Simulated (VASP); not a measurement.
Wanted: the native input for a VASP 6.6.1 run.

* Task: single point
* Functional: r2SCAN
* Potentials or basis: VASP PAW PBE potentials, release 64 (Nb_sv)
* Cutoff: 520 eV
* k mesh: 14 × 14 × 14
* Occupations: fermi-dirac, width 0.1 eV
* Spin: no spin polarisation
* Dipole correction: no
* Further INCAR settings: ALGO = Normal; EDIFF = 1e-06; NBANDS = 12

The system is Nb.

```xyz
1
Lattice="-1.6606 1.6606 1.6606 1.6606 -1.6606 1.6606 1.6606 1.6606 -1.6606" Properties=species:S:1:pos:R:3 pbc="T T T"
Nb    0.0000    0.0000    0.0000
```

These files were run (other wordings do the same):

POSCAR

```
Nb
1.0
   -1.6605680000      1.6605680000      1.6605680000
    1.6605680000     -1.6605680000      1.6605680000
    1.6605680000      1.6605680000     -1.6605680000
Nb
1
Direct
    0.0000000000      0.0000000000      0.0000000000
```

INCAR.step1

```
SYSTEM = Nb
  PREC = Accurate
  ENCUT = 520
  ISMEAR = -1
  SIGMA = 0.1
  LREAL = .FALSE.
  LASPH = .TRUE.
  NELM = 80
  NBANDS = 12
  GGA = PE
  ALGO = Normal
  EDIFF = 1E-4
  LWAVE = .TRUE.
  LCHARG = .FALSE.
```

INCAR.step2

```
SYSTEM = Nb
  PREC = Accurate
  ENCUT = 520
  EDIFF = 1E-6
  ISMEAR = -1
  SIGMA = 0.1
  LREAL = .FALSE.
  LASPH = .TRUE.
  NELM = 80
  ALGO = Normal
  ISIF = 2
  LWAVE = .FALSE.
  LCHARG = .FALSE.
  METAGGA = R2SCAN
  LMIXTAU = .TRUE.
  NBANDS = 12
  ISTART = 1
```

KPOINTS

```
Automatic mesh
0
G
  14 14 14
  0 0 0
```

Potentials or basis: VASP PAW PBE potentials, release 64 (Nb_sv).

The run is started by

```bash
$ cat potpaw_PBE.64/Nb_sv/POTCAR > POTCAR
$ cp INCAR.step1 INCAR
$ mpirun -np 1 vasp_std > vasp.out
$ cp INCAR.step2 INCAR
$ mpirun -np 1 vasp_std > vasp.out
```

It gave:

```
Pressure : -2.4 GPa
```

Caveat: the PAW data sets were made with another functional, which shifts forces and pressure a little.

Wall time 26 s on 1 thread of Intel(R) Xeon(R) 6975P-C (Granite Rapids), with other jobs on the host, peak memory 0.15 GiB.
